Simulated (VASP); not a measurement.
# N (P4_2/mnm) in VASP: a series of runs

The runs below take N through single point, with PBEsol.

Program: VASP 6.6.1. These are calculated values, not measurements. Logs are shortened: lines on timing, memory, paths and dates and some standing lists are left out, and cuts for length are marked.

## 1. The cell of the first run

It takes space group P4_2/mnm (No. 136, tetragonal). The conventional cell has a = 4.402 Å, b = 4.402 Å, c = 5.716 Å, α = 90.00°, β = 90.00°, γ = 90.00°. Within 1.5 Å of N (site symmetry m2m) lie 1 N at 1.10 Å.

## 2. Single point, PBEsol (27.69 Å³/atom)

INCAR reads:

```
SYSTEM = N
PREC = Accurate
ENCUT = 520
EDIFF = 1E-7
ISMEAR = 0
SIGMA = 0.01
LREAL = .False.
LASPH = .True.
NELM = 80
ALGO = Normal
ISIF = 2
LWAVE = .False.
LCHARG = .False.
GGA = PS
NBANDS = 18
```

KPOINTS reads:

```
regular mesh
0
Gamma
  6 6 4
  0 0 0
```

POSCAR reads:

```
N
1.0
    4.4018349486      0.0000000000      0.0000000000
    0.0000000000      4.4018349486      0.0000000000
    0.0000000000      0.0000000000      5.7162924697
N
4
Direct
    0.9116656293      0.9116656293      0.0000000000
    0.5883343707      0.4116656293      0.5000000000
    0.0883343707      0.0883343707      0.0000000000
    0.4116656293      0.5883343707      0.5000000000
```

Potentials or basis: VASP PAW PBE potentials, release 64 (N).

On the command line:

```
$ cat potpaw_PBE.64/N/POTCAR > POTCAR
$ mpirun -np 1 vasp_std > vasp.out
```

OUTCAR:

```text
SYSTEM = N
   PREC = Accurate
   ENCUT = 520
   EDIFF = 1E-7
   ISMEAR = 0
   LREAL = .False.
   LASPH = .True.
   NELM = 80
   ISIF = 2
   GGA = PS

 ion  position               nearest neighbor table
   1  0.912  0.912  0.000-   3 1.10
   2  0.588  0.412  0.500-   4 1.10
   3  0.088  0.088  0.000-   1 1.10
   4  0.412  0.588  0.500-   2 1.10

  LATTYP: Found a simple tetragonal cell.
 ALAT       =     4.4018349486
 C/A-ratio  =     1.2986158128

  Lattice vectors:

 A1 = (   4.4018349486,   0.0000000000,   0.0000000000)
 A2 = (   0.0000000000,   4.4018349486,   0.0000000000)
 A3 = (   0.0000000000,   0.0000000000,   5.7162924697)

Analysis of symmetry for initial positions (statically):
=====================================================================
 Subroutine PRICEL returns:
 Original cell was already a primitive cell.

 Routine SETGRP: Setting up the symmetry group for a
 simple tetragonal supercell.

 Subroutine GETGRP returns: Found 16 space group operations
 (whereof  8 operations were pure point group operations)
 out of a pool of 16 trial point group operations.

The static configuration has the point symmetry D_2h.
 The point group associated with its full space group is D_4h.

Analysis of symmetry for dynamics (positions and initial velocities):
=====================================================================
 Subroutine PRICEL returns:
 Original cell was already a primitive cell.

 Routine SETGRP: Setting up the symmetry group for a
 simple tetragonal supercell.

 Subroutine GETGRP returns: Found 16 space group operations
 (whereof  8 operations were pure point group operations)
 out of a pool of 16 trial point group operations.

The dynamic configuration has the point symmetry D_2h.
 The point group associated with its full space group is D_4h.

 Subroutine INISYM returns: Found 16 space group operations
 (whereof  8 operations are pure point group operations),
 and found     1 'primitive' translations

----------------------------------------------------------------------------------------

                                     Primitive cell

  volume of cell :     110.7597

  direct lattice vectors                    reciprocal lattice vectors
[... 90 lines left out ...]
   NELM   =     80;   NELMIN=  2; NELMDL= -5     # of ELM steps
   EDIFF  = 0.1E-06   stopping-criterion for ELM
   LREAL  =      F    real-space projection
   EDIFFG = 0.1E-05   stopping-criterion for IOM
   NSW    =      0    number of steps for IOM
   IBRION =     -1    ionic relax: 0-MD 1-quasi-New 2-CG
   NFREE  =      0    steps in history (QN), initial steepest desc. (CG)
   ISIF   =      2    stress and relaxation
   ISYM   =      2    0-nonsym 1-usesym 2-fastsym
   POTIM  = 0.5000    time-step for ionic-motion
   TEBEG  =    0.0;   TEEND  =   0.0 temperature during run
   PSTRESS=    0.0 pullay stress
   NELECT =      20.0000    total number of electrons
   NUPDOWN=      -1.0000    fix difference up-down
   EMIN   =  10.00;   EMAX   =-10.00  energy-range for DOS
   EFERMI =   0.00;   METHOD = LEGACY
   ISMEAR =     0;   SIGMA  =   0.01  broadening in eV -4-tet -1-fermi 0-gaus
   EFERMI_NEDOS =   21; number of points for ismear=-14 and -15
   IALGO  =     38    algorithm
   IMIX   =      4    mixing-type and parameters
     AMIX     =   0.40;   BMIX     =  1.00
     AMIX_MAG =   1.60;   BMIX_MAG =  1.00
  volume/ion in A,a.u.               =      27.69       186.86
  Fermi-wavevector in a.u.,A,eV,Ry     =   0.925318  1.748597 11.649482  0.856213
  Thomas-Fermi vector in A             =   2.051159
   LORBIT       =      0    0 simple, 1 ext, 2 COOP (PROOUT), +10 PAW based schemes
   GGA     = PS    functional components
   LHFCALC =     F    Hartree Fock is set to
   AEXX    =    0.0000 exact exchange contribution
   IVDW    =     0    specifies the selected vdW correction
   LEPSILON=     F    determine dielectric tensor
   LRPA    =     F    only Hartree local field effects (RPA)
 non-spin polarized calculation
 Gauss-broadening in eV      SIGMA  =   0.01
  energy-cutoff  :      520.00
  volume of cell :      110.76
 maximum number of plane-waves:      3004
 NGX is ok and might be reduce to    36
   NGX = 17   NGY = 17   NGZ = 21

 number of electron      20.0000002 magnetization

 Free energy of the ion-electron system (eV)
  ---------------------------------------------------
  ext. energy  EPLUGINS =         0.00000000
  ---------------------------------------------------
  free energy    TOTEN  =       -34.13977931 eV

  energy without entropy =      -34.13977931  energy(sigma->0) =      -34.13977931

 E-fermi :  -7.0448     XC(G=0):  -5.6459

 val. band max:       -7.1820475943   @ k =   0.5000   0.5000   0.5000
 cond. band min:       0.1217400498   @ k =   0.0000   0.0000   0.0000
 fundamental gap:      7.3037876441
 Fermi energy:        -7.0448466645

 k-point     1 :       0.0000    0.0000    0.0000
  band No.  band energies     occupation
      1     -25.5309      2.00000
      2     -25.5037      2.00000
      3     -10.4468      2.00000
      4     -10.4468      2.00000
      5      -9.0412      2.00000
      6      -8.7277      2.00000
[... 481 lines left out ...]
      5      -8.9307      2.00000
      6      -8.9307      2.00000
[... 10 lines left out ...]
     17       6.4793      0.00000
     18       6.4793      0.00000

 [... further k-points ...]

------------------------ aborting loop because EDIFF is reached ----------------------------------------

  FORCE on cell =-STRESS in cart. coord.  units (eV):
  Direction    XX          YY          ZZ          XY          YZ          ZX
  --------------------------------------------------------------------------------------
  -------------------------------------------------------------------------------------
  Total        1.9277133      1.9277133     -0.1010831      0.0000000      0.0000000      0.0000000
  in kB       27.8850273     27.8850273     -1.4622016      0.0000000      0.0000000      0.0000000
  external PRESSURE =      18.1026176 kB  Pullay stress =       0.0000000 kB

 VOLUME and BASIS-vectors are now :
 -----------------------------------------------------------------------------
  energy-cutoff  :      520.00
  volume of cell :      110.76
      direct lattice vectors                 reciprocal lattice vectors
     4.401834949  0.000000000  0.000000000     0.227177986  0.000000000  0.000000000
     0.000000000  4.401834949  0.000000000     0.000000000  0.227177986  0.000000000
     0.000000000  0.000000000  5.716292470     0.000000000  0.000000000  0.174938565

 POSITION                                       TOTAL-FORCE (eV/Angst)
 -----------------------------------------------------------------------------------
      4.01300      4.01300      0.00000        -1.322305     -1.322305     -0.000000
      2.58975      1.81208      2.85815         1.322305     -1.322305     -0.000000
      0.38883      0.38883      0.00000         1.322305      1.322305      0.000000
      1.81208      2.58975      2.85815        -1.322305      1.322305     -0.000000
 -----------------------------------------------------------------------------------
    total drift:                               -0.000000      0.000000      0.000000

  FREE ENERGIE OF THE ION-ELECTRON SYSTEM (eV)
  ---------------------------------------------------
  free  energy   TOTEN  =       -34.1397793120 eV

  energy  without entropy=      -34.1397793120  energy(sigma->0) =      -34.13977931
```

Wall time 83 s (1 thread of Intel Xeon 8259CL, shared host); peak memory 0.23 GiB.

Results:

- Free energy: -34.1398 eV
- Pressure: 1.8 GPa
- Largest force: 1.870 eV/Å
- Band gap on the k mesh: 7.30 eV (least direct gap 7.40 eV)

Forces in eV/Å, atoms in the order of the input:
```
N   -1.322 -1.322  0.000
N    1.322 -1.322  0.000
N    1.322  1.322  0.000
N   -1.322  1.322  0.000
```

Stress tensor (GPa, compression positive):
```
 2.79  0.00  0.00
 0.00  2.79  0.00
 0.00  0.00 -0.15
```

Levels at points of the mesh, in eV from the valence-band top:
```csv
k point,band 7,band 8,band 9,band 10,band 11,band 12,band 13,band 14
"(0.00, 0.00, 0.00)",-1.55,-1.48,-0.63,-0.10,7.30,7.95,8.19,8.19
"(0.50, 0.00, 0.00)",-1.65,-1.65,-0.15,-0.15,8.03,8.03,8.05,8.05
"(0.50, 0.50, 0.00)",-1.63,-1.63,-0.01,-0.01,7.90,7.90,8.57,8.57
"(0.00, 0.00, 0.50)",-1.55,-1.55,-0.30,-0.30,7.61,7.61,8.18,8.18
"(0.50, 0.00, 0.50)",-1.54,-1.54,-0.17,-0.17,7.77,7.77,8.26,8.26
"(0.50, 0.50, 0.50)",-1.64,-1.64,0.00,0.00,7.89,7.89,8.57,8.57
```

Caveat: the standard files for N, O and F lose accuracy on very short bonds; this functional lacks dispersion, which holds the molecules together, so the pressure and a relaxed volume are unreliable; the PAW data sets were made with another functional, which shifts forces and pressure a little; this functional lacks dispersion, which binds layers or chains, so the pressure and a relaxed spacing across them are unreliable. A k mesh can miss the band edges.

## 3. Single point, PBEsol (28.82 Å³/atom)

This run uses another cell than the first one, of 28.82 Å³/atom.

INCAR reads:

```
  PREC = Accurate
  ENCUT = 520
  EDIFF = 1E-7
  ISMEAR = 0
  SIGMA = 0.01
  LREAL = F
  LASPH = T
  NELM = 60
  ALGO = Normal
  ISIF = 2
  LWAVE = F
  LCHARG = T
  GGA = PS
  LELF = T
  LVHAR = T
  NBANDS = 18
```

KPOINTS reads:

```
Automatic mesh
0
Gamma
  6 6 4
```

POSCAR reads:

```
N
1.0
    4.4609270328      0.0000000000      0.0000000000
    0.0000000000      4.4609270328      0.0000000000
    0.0000000000      0.0000000000      5.7930303845
N
4
Direct
    0.9128342762      0.9128342762      0.0000000000
    0.5871657238      0.4128342762      0.5000000000
    0.0871657238      0.0871657238      0.0000000000
    0.4128342762      0.5871657238      0.5000000000
```

Potentials or basis: VASP PAW PBE potentials, release 64 (N).

On the command line:

```
$ cat potpaw_PBE.64/N/POTCAR > POTCAR
$ mpirun -np 1 vasp_std > vasp.out
```

It took 78 s on 1 thread of Intel Xeon 8259CL, shared host; peak memory 0.24 GiB.

It converged, with:

```
Free energy            : -34.1404 eV
Pressure               : 1.7 GPa
Largest force          : 1.869 eV/Å
Band gap on the k mesh : 7.36 eV (least direct gap 7.45 eV)
```

Forces on the atoms (eV/Å):
```
N   -1.322 -1.322  0.000
N    1.322 -1.322  0.000
N    1.322  1.322  0.000
N   -1.322  1.322  0.000
```

Stress tensor (GPa, compression positive):
```
 2.66  0.00  0.00
 0.00  2.66  0.00
 0.00  0.00 -0.16
```

Levels at points of the mesh, in eV from the valence-band top:
| k point | band 7 | band 8 | band 9 | band 10 | band 11 | band 12 | band 13 | band 14 |
| --- | --- | --- | --- | --- | --- | --- | --- | --- |
| (0.00, 0.00, 0.00) | -1.54 | -1.49 | -0.57 | -0.09 | 7.36 | 7.97 | 8.20 | 8.20 |
| (0.50, 0.00, 0.00) | -1.64 | -1.64 | -0.14 | -0.14 | 8.04 | 8.04 | 8.06 | 8.06 |
| (0.50, 0.50, 0.00) | -1.62 | -1.62 | -0.01 | -0.01 | 7.92 | 7.92 | 8.55 | 8.55 |
| (0.00, 0.00, 0.50) | -1.55 | -1.55 | -0.28 | -0.28 | 7.65 | 7.65 | 8.18 | 8.18 |
| (0.50, 0.00, 0.50) | -1.53 | -1.53 | -0.15 | -0.15 | 7.80 | 7.80 | 8.26 | 8.26 |
| (0.50, 0.50, 0.50) | -1.63 | -1.63 | 0.00 | 0.00 | 7.91 | 7.91 | 8.55 | 8.55 |

Caveat: the standard files for N, O and F lose accuracy on very short bonds; this functional lacks dispersion, which holds the molecules together, so the pressure and a relaxed volume are unreliable; the PAW data sets were made with another functional, which shifts forces and pressure a little; this functional lacks dispersion, which binds layers or chains, so the pressure and a relaxed spacing across them are unreliable. A k mesh can miss the band edges.
